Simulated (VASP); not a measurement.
# ZrB (I4/mmm) in VASP: a series of runs

ZrB is run at these levels: LDA; tasks: single point.

Everything below comes from runs of VASP 6.6.1. Logs are shortened: lines on timing, memory, paths and dates and some standing lists are left out, and cuts for length are marked.

## (1) The cell of the first run

Symmetry: I4/mmm, No. 139, tetragonal system. Conventional cell: a = 3.013 Å, b = 3.013 Å, c = 5.539 Å, α = 90.00°, β = 90.00°, γ = 90.00°. Zr (site symmetry 4/mmm) has 6 B at 2.13 to 2.77 Å within 2.8 Å. Within 2.8 Å of B (site symmetry 4/mmm) lie 6 Zr at 2.13 to 2.77 Å.

## (2) Single point, LDA

INCAR reads:

```
SYSTEM = ZrB
PREC = Accurate
ENCUT = 520
EDIFF = 1E-6
ISMEAR = 0
SIGMA = 0.15
LREAL = .FALSE.
LASPH = .TRUE.
NELM = 100
ALGO = Normal
ISIF = 2
LWAVE = .FALSE.
LCHARG = .FALSE.
GGA = CA
NBANDS = 14
```

KPOINTS reads:

```
Automatic mesh
0
G
  20 20 20
  0 0 0
```

POSCAR reads:

```
ZrB
1.0
    0.0000000000      2.1303052604      2.7693968386
    2.1303052604      0.0000000000      2.7693968386
    2.1303052604      2.1303052604      0.0000000000
Zr B
1 1
Direct
    0.0000000000      0.0000000000      0.0000000000
    0.5000000000      0.5000000000      0.5000000000
```

Potentials or basis: VASP PAW LDA potentials, release 64 (Zr_sv, B).

Command:

```
cat potpaw_LDA.64/Zr_sv/POTCAR potpaw_LDA.64/B/POTCAR > POTCAR
mpirun -np 1 vasp_std > vasp.out
```

OUTCAR:

```text
SYSTEM = ZrB
   PREC = Accurate
   ENCUT = 520
   EDIFF = 1E-6
   ISMEAR = 0
   LREAL = .FALSE.
   LASPH = .TRUE.
   NELM = 100
   ISIF = 2
   GGA = CA

 ion  position               nearest neighbor table
   1  0.000  0.000  0.000-   2 2.13   2 2.13   2 2.13   2 2.13   2 2.77   2 2.77
   2  0.500  0.500  0.500-   1 2.13   1 2.13   1 2.13   1 2.13   1 2.77   1 2.77

  LATTYP: Found a body centered tetragonal cell.
 ALAT       =     3.0127065913
 C/A-ratio  =     1.8384776311

  Lattice vectors:

 A1 = (  -2.1303052604,   0.0000000000,   2.7693968386)
 A2 = (   2.1303052604,   0.0000000000,   2.7693968386)
 A3 = (   0.0000000000,   2.1303052604,  -2.7693968386)

Analysis of symmetry for initial positions (statically):
=====================================================================
 Subroutine PRICEL returns:
 Original cell was already a primitive cell.

 Routine SETGRP: Setting up the symmetry group for a
 body centered tetragonal supercell.

 Subroutine GETGRP returns: Found 16 space group operations
 (whereof 16 operations were pure point group operations)
 out of a pool of 16 trial point group operations.

The static configuration has the point symmetry D_4h.

Analysis of symmetry for dynamics (positions and initial velocities):
=====================================================================
 Subroutine PRICEL returns:
 Original cell was already a primitive cell.

 Routine SETGRP: Setting up the symmetry group for a
 body centered tetragonal supercell.

 Subroutine GETGRP returns: Found 16 space group operations
 (whereof 16 operations were pure point group operations)
 out of a pool of 16 trial point group operations.

The dynamic configuration has the point symmetry D_4h.

 Subroutine INISYM returns: Found 16 space group operations
 (whereof 16 operations are pure point group operations),
 and found     1 'primitive' translations

----------------------------------------------------------------------------------------

                                     Primitive cell

  volume of cell :      25.1362

  direct lattice vectors                    reciprocal lattice vectors
     0.000000000  2.130305260  2.769396839    -0.234708147  0.234708147  0.180544728
     2.130305260  0.000000000  2.769396839     0.234708147 -0.234708147  0.180544728
     2.130305260  2.130305260  0.000000000     0.234708147  0.234708147 -0.180544728

  length of vectors
     3.493960411  3.493960411  3.012706591     0.377852124  0.377852124  0.377852124

  position of ions in fractional coordinates (direct lattice)
     0.000000000  0.000000000  0.000000000
     0.500000000  0.500000000  0.500000000

  ion indices of the primitive-cell ions
   primitive index   ion index
                 1           1
                 2           2

----------------------------------------------------------------------------------------

 KPOINTS: Automatic mesh

Automatic generation of k-mesh.
 Grid dimensions read from file:
 generate k-points for:   20   20   20

 Generating k-lattice:

  Cartesian coordinates                     Fractional coordinates (reciprocal lattice)
    -0.011735407  0.011735407  0.009027236     0.050000000 -0.000000000  0.000000000
     0.011735407 -0.011735407  0.009027236    -0.000000000  0.050000000  0.000000000
     0.011735407  0.011735407 -0.009027236     0.000000000  0.000000000  0.050000000

  Length of vectors
     0.018892606  0.018892606  0.018892606

  Shift w.r.t. Gamma in fractional coordinates (k-lattice)
     0.000000000  0.000000000  0.000000000

 Subroutine IBZKPT returns following result:
 ===========================================

 Found    641 irreducible k-points:

 Following reciprocal coordinates:
            Coordinates               Weight
  0.000000  0.000000  0.000000      1.000000
  0.050000  0.000000  0.000000      8.000000
  0.100000 -0.000000  0.000000      8.000000
  0.150000  0.000000  0.000000      8.000000
  0.200000 -0.000000  0.000000      8.000000
  0.250000 -0.000000  0.000000      8.000000
[... 16 lines left out ...]
 -0.400000  0.050000  0.000000      8.000000
 -0.350000  0.050000  0.000000      8.000000
 [... further k-points ...]
   k-points           NKPTS =    641   k-points in BZ     NKDIM =    641   number of bands    NBANDS=     14
   number of dos      NEDOS =    301   number of ions     NIONS =      2
   total plane-waves  NPLWV =  18816
   dimension x,y,z NGX =    28 NGY =   28 NGZ =   24
   dimension x,y,z NGXF=    56 NGYF=   56 NGZF=   48
   ions per type =               1   1
   NGX,Y,Z   is equivalent  to a cutoff of  13.32, 13.32, 13.24 a.u.
   NGXF,Y,Z  is equivalent  to a cutoff of  26.65, 26.65, 26.49 a.u.
 SYSTEM =  ZrB
   PREC   = accura    normal or accurate (medium, high low for compatibility)
   ISTART =      0    job   : 0-new  1-cont  2-samecut
   ICHARG =      2    charge: 1-file 2-atom 10-const
   ISPIN  =      1    spin polarized calculation?
   LNONCOLLINEAR =      F non collinear calculations
   LSORBIT =      F    spin-orbit coupling
   LASPH  =      T    aspherical Exc in radial PAW
   ENCUT  =  520.0 eV  38.22 Ry    6.18 a.u.   6.50  6.50  5.60*2*pi/ulx,y,z
   NELM   =    100;   NELMIN=  2; NELMDL= -5     # of ELM steps
   EDIFF  = 0.1E-05   stopping-criterion for ELM
   LREAL  =      F    real-space projection
   EDIFFG = 0.1E-04   stopping-criterion for IOM
   NSW    =      0    number of steps for IOM
   IBRION =     -1    ionic relax: 0-MD 1-quasi-New 2-CG
   NFREE  =      0    steps in history (QN), initial steepest desc. (CG)
   ISIF   =      2    stress and relaxation
   ISYM   =      2    0-nonsym 1-usesym 2-fastsym
   POTIM  = 0.5000    time-step for ionic-motion
   TEBEG  =    0.0;   TEEND  =   0.0 temperature during run
   PSTRESS=    0.0 pullay stress
   NELECT =      15.0000    total number of electrons
   NUPDOWN=      -1.0000    fix difference up-down
   EMIN   =  10.00;   EMAX   =-10.00  energy-range for DOS
   EFERMI =   0.00;   METHOD = LEGACY
   ISMEAR =     0;   SIGMA  =   0.15  broadening in eV -4-tet -1-fermi 0-gaus
   EFERMI_NEDOS =   21; number of points for ismear=-14 and -15
   IALGO  =     38    algorithm
   IMIX   =      4    mixing-type and parameters
     AMIX     =   0.40;   BMIX     =  1.00
     AMIX_MAG =   1.60;   BMIX_MAG =  1.00
  volume/ion in A,a.u.               =      12.57        84.81
  Fermi-wavevector in a.u.,A,eV,Ry     =   1.378285  2.604581 25.846565  1.899669
  Thomas-Fermi vector in A             =   2.503360
   LORBIT       =      0    0 simple, 1 ext, 2 COOP (PROOUT), +10 PAW based schemes
   GGA     = CA    functional components
   LHFCALC =     F    Hartree Fock is set to
   AEXX    =    0.0000 exact exchange contribution
   IVDW    =     0    specifies the selected vdW correction
   LEPSILON=     F    determine dielectric tensor
   LRPA    =     F    only Hartree local field effects (RPA)
 non-spin polarized calculation
 Gauss-broadening in eV      SIGMA  =   0.15
  energy-cutoff  :      520.00
  volume of cell :       25.14
 maximum number of plane-waves:       694
 NGX is ok and might be reduce to    28

 number of electron      15.0000000 magnetization

 Free energy of the ion-electron system (eV)
  ---------------------------------------------------
  ext. energy  EPLUGINS =         0.00000000
  ---------------------------------------------------
  free energy    TOTEN  =       -15.81995513 eV

  energy without entropy =      -15.80305702  energy(sigma->0) =      -15.81150607

 E-fermi :   9.1265     XC(G=0): -12.2781

 val. band max:        9.1238940276   @ k =  -0.3000   0.1000   0.3500
 cond. band min:       9.1266244194   @ k =  -0.4000   0.1000   0.3500
 fundamental gap:      0.0027303918
 Fermi energy:         9.1265281186

 k-point     1 :       0.0000    0.0000    0.0000
  band No.  band energies     occupation
      1     -37.5871      2.00000
      2     -15.5966      2.00000
      3     -15.4441      2.00000
      4     -15.4441      2.00000
      5       0.7871      2.00000
      6       8.9768      1.84196
      7       9.9279      0.00000
      8      11.6573      0.00000
      9      12.0642      0.00000
     10      12.0642      0.00000
     11      13.3732      0.00000
     12      13.3732      0.00000
     13      13.9552      0.00000
     14      20.7244      0.00000

 k-point     2 :       0.0500    0.0000    0.0000
  band No.  band energies     occupation
      1     -37.5834      2.00000
      2     -15.6018      2.00000
      3     -15.4756      2.00000
      4     -15.4413      2.00000
      5       0.8618      2.00000
      6       8.9762      1.84374
      7       9.7955      0.00000
      8      11.2578      0.00000
      9      12.0729      0.00000
     10      12.5421      0.00000
     11      12.6001      0.00000
     12      13.4068      0.00000
     13      14.9066      0.00000
     14      20.8996      0.00000

 k-point     3 :       0.1000   -0.0000    0.0000
  band No.  band energies     occupation
      1     -37.5727      2.00000
      2     -15.6248      2.00000
      3     -15.5578      2.00000
      4     -15.4333      2.00000
      5       1.0801      2.00000
      6       8.9290      1.93744
      7       9.4153      0.00648
      8      10.9692      0.00000
      9      11.4428      0.00000
     10      12.2875      0.00000
     11      13.3474      0.00000
     12      13.5077      0.00000
     13      16.1753      0.00000
     14      21.3902      0.00000
[... 324 lines left out ...]
 k-point    23 :      -0.4000    0.0500    0.0000
  band No.  band energies     occupation
      1     -37.4390      2.00000
      2     -16.6364      2.00000
      3     -15.7234      2.00000
      4     -15.3291      2.00000
      5       4.4406      2.00000
      6       6.2835      2.00000
      7       6.6828      2.00000
      8       7.4537      2.00000
      9      14.1901      0.00000
     10      14.2160      0.00000
     11      16.3940      0.00000
     12      18.0984      0.00000
     13      18.5145      0.00000
     14      22.9362      0.00000

 k-point    24 :      -0.3500    0.0500    0.0000
  band No.  band energies     occupation
      1     -37.4516      2.00000
      2     -16.5504      2.00000
      3     -15.7046      2.00000
      4     -15.3350      2.00000
      5       3.9452      2.00000
      6       6.6279      2.00000
      7       6.9807      2.00000
      8       7.6587      2.00000
      9      13.5159      0.00000
     10      13.8879      0.00000
     11      15.7495      0.00000
     12      17.7039      0.00000
     13      19.3304      0.00000
     14      23.9476      0.00000

 [... further k-points ...]
[... 5 lines left out ...]
  --------------------------------------------------------------------------------------
  -------------------------------------------------------------------------------------
  Total       11.6635044     11.6635044     -3.6049062      0.0000000     -0.0000000      0.0000000
  in kB      743.4311793    743.4311793   -229.7765384      0.0000000     -0.0000000      0.0000000
  external PRESSURE =     419.0286067 kB  Pullay stress =       0.0000000 kB

 VOLUME and BASIS-vectors are now :
 -----------------------------------------------------------------------------
  energy-cutoff  :      520.00
  volume of cell :       25.14
      direct lattice vectors                 reciprocal lattice vectors
     0.000000000  2.130305260  2.769396839    -0.234708147  0.234708147  0.180544728
     2.130305260  0.000000000  2.769396839     0.234708147 -0.234708147  0.180544728
     2.130305260  2.130305260  0.000000000     0.234708147  0.234708147 -0.180544728

 POSITION                                       TOTAL-FORCE (eV/Angst)
 -----------------------------------------------------------------------------------
      0.00000      0.00000      0.00000        -0.000000      0.000000     -0.000000
      2.13031      2.13031      2.76940         0.000000     -0.000000      0.000000
 -----------------------------------------------------------------------------------
    total drift:                               -0.000000     -0.000000      0.000000

  FREE ENERGIE OF THE ION-ELECTRON SYSTEM (eV)
  ---------------------------------------------------
  free  energy   TOTEN  =       -15.8199551318 eV

  energy  without entropy=      -15.8030570157  energy(sigma->0) =      -15.81150607
```

Wall time 2.2 min (1 thread of Intel Xeon 6975P-C, shared host); peak memory 0.34 GiB.

What came out:

* Free energy: -15.8200 eV
* Pressure: 41.9 GPa

## (3) Single point, LDA

This run uses another cell than the first one, of the same volume but with other edges.

INCAR reads:

```
SYSTEM = ZrB
  PREC = Accurate
  ENCUT = 520
  EDIFF = 1E-6
  ISMEAR = 0
  SIGMA = 0.15
  LREAL = .False.
  LASPH = .True.
  NELM = 100
  ALGO = Normal
  ISIF = 2
  LWAVE = .False.
  LCHARG = .False.
  GGA = CA
  NBANDS = 14
```

KPOINTS reads:

```
Automatic mesh
0
Gamma
  20 20 20
  0 0 0
```

POSCAR reads:

```
ZrB
1.0
    0.0000000000      2.3905271553      2.1992849829
    2.3905271553      0.0000000000      2.1992849829
    2.3905271553      2.3905271553      0.0000000000
Zr B
1 1
Direct
    0.0000000000      0.0000000000      0.0000000000
    0.5000000000      0.5000000000      0.5000000000
```

Potentials or basis: VASP PAW LDA potentials, release 64 (Zr_sv, B).

Command:

```
cat potpaw_LDA.64/Zr_sv/POTCAR potpaw_LDA.64/B/POTCAR > POTCAR
mpirun -np 1 vasp_std > vasp.out
```

Wall time 1.7 min (1 thread of Intel Xeon 6975P-C, shared host); peak memory 0.33 GiB.

The run converged. Its results:

```yaml
Free_energy: -17.1308 eV
Pressure: 26.7 GPa
```

Stress tensor (GPa, compression positive):
```
14.44  0.00  0.00
 0.00 14.44  0.00
 0.00  0.00 51.26
```

Levels at points of the mesh, in eV from the Fermi level:
```csv
k point,band 6,band 7,band 8,band 9,band 10,band 11
"(0.00, 0.00, 0.00)",1.52,1.52,2.46,3.15,3.52,3.52
"(0.50, 0.00, 0.00)",-3.43,-1.67,-1.44,5.33,6.03,7.38
"(0.50, 0.50, 0.00)",-1.30,0.51,2.11,2.11,5.54,6.73
"(0.50, 0.00, 0.50)",-1.15,-0.64,2.43,3.07,5.19,6.39
```

## (4) Single point, LDA

This run uses another cell than the first one, of the same volume but with other edges.

INCAR reads:

```
  ALGO = Normal
  EDIFF = 1E-6
  ENCUT = 520
  ISIF = 2
  ISMEAR = 0
  LASPH = T
  LCHARG = T
  LELF = T
  LREAL = F
  LVHAR = T
  LWAVE = F
  NBANDS = 14
  NELM = 80
  PREC = Accurate
  SIGMA = 0.15
```

KPOINTS reads:

```
k-points
0
Gamma
  20 20 20
```

POSCAR reads:

```
ZrB
1.0
    0.0000000000      2.2522956368      2.4775252005
    2.2522956368      0.0000000000      2.4775252005
    2.2522956368      2.2522956368      0.0000000000
Zr B
1 1
Direct
    0.0000000000      0.0000000000      0.0000000000
    0.5000000000      0.5000000000      0.5000000000
```

Command:

```
cat potpaw_LDA.64/Zr_sv/POTCAR potpaw_LDA.64/B/POTCAR > POTCAR
mpirun -np 1 vasp_std > vasp.out
```

Wall time 2.2 min (1 thread of Intel Xeon 6975P-C, shared host); peak memory 0.34 GiB.

The run converged. Its results:

```yaml
Free_energy: -17.0791 eV
Pressure: 28.1 GPa
```

Stress tensor (GPa, compression positive):
```
42.31  0.00  0.00
 0.00 42.31  0.00
 0.00  0.00 -0.35
```

Levels at points of the mesh, in eV from the Fermi level:
| k point | band 4 | band 5 | band 6 | band 7 | band 8 | band 9 | band 10 | band 11 | band 12 | band 13 |
| --- | --- | --- | --- | --- | --- | --- | --- | --- | --- | --- |
| (0.00, 0.00, 0.00) | -24.43 | -8.23 | 1.14 | 2.25 | 2.25 | 2.86 | 3.34 | 4.01 | 4.01 | 4.17 |
| (0.50, 0.00, 0.00) | -24.46 | -4.22 | -3.39 | -1.69 | -1.38 | 5.43 | 6.02 | 7.43 | 8.20 | 12.02 |
| (0.50, 0.50, 0.00) | -24.68 | -6.47 | -1.13 | -1.00 | 2.98 | 2.98 | 5.38 | 6.78 | 6.78 | 9.81 |
| (0.50, 0.00, 0.50) | -24.70 | -6.43 | -1.18 | 0.18 | 2.08 | 2.65 | 5.31 | 6.18 | 7.37 | 11.11 |

(Continued in part 2 of 2.)
